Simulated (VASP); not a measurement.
The system is InBi3O.

```
In Bi O
1.0
     4.95000    0.00000    0.00000
     0.00000    4.95000    0.00000
     0.00000    0.00000    4.95000
In Bi O
1 3 1
Direct
  0.00000 0.00000 0.00000
  0.00000 0.50000 0.50000
  0.50000 0.00000 0.50000
  0.50000 0.50000 0.00000
  0.50000 0.50000 0.50000
```

```yaml
Program: VASP 6.6.1
Task: relaxation of cell and atoms
Functional: PBE
Potentials_or_basis: VASP PAW PBE potentials, release 64 (In_d, Bi_d, O)
Cutoff: 600 eV
k_mesh: 3 × 3 × 3
Occupations: gaussian, width 0.2 eV
Spin: no spin polarisation
```

At the start: pressure 2.4 GPa; volume 24.26 Å³/atom.

How do energy, volume and symmetry change on relaxing?

Over 3 steps the energy falls by 6.4 meV/atom and the volume is 25.15 Å³/atom (+3.7 %); space group Pm-3m (No. 221, to 0.1 Å) before and after.

The path:
```tsv
step	energy change (eV)	largest force (eV/Å)	pressure (GPa)	volume (Å³)
1	0.0000	0.0000	2.40	121.29
2	-0.0266	0.0000	-0.91	127.77
3	-0.0322	0.0000	0.01	125.77
```

Final structure:
```
In Bi O
1.0
     5.01023    0.00000    0.00000
     0.00000    5.01023    0.00000
     0.00000    0.00000    5.01023
In Bi O
1 3 1
Direct
  0.00000 0.00000 0.00000
  0.00000 0.50000 0.50000
  0.50000 0.00000 0.50000
  0.50000 0.50000 0.00000
  0.50000 0.50000 0.50000
```

Caveat: the k points lie up to 0.42 Å⁻¹ apart in the final cell, too coarse for converged energies and pressures of a metal.
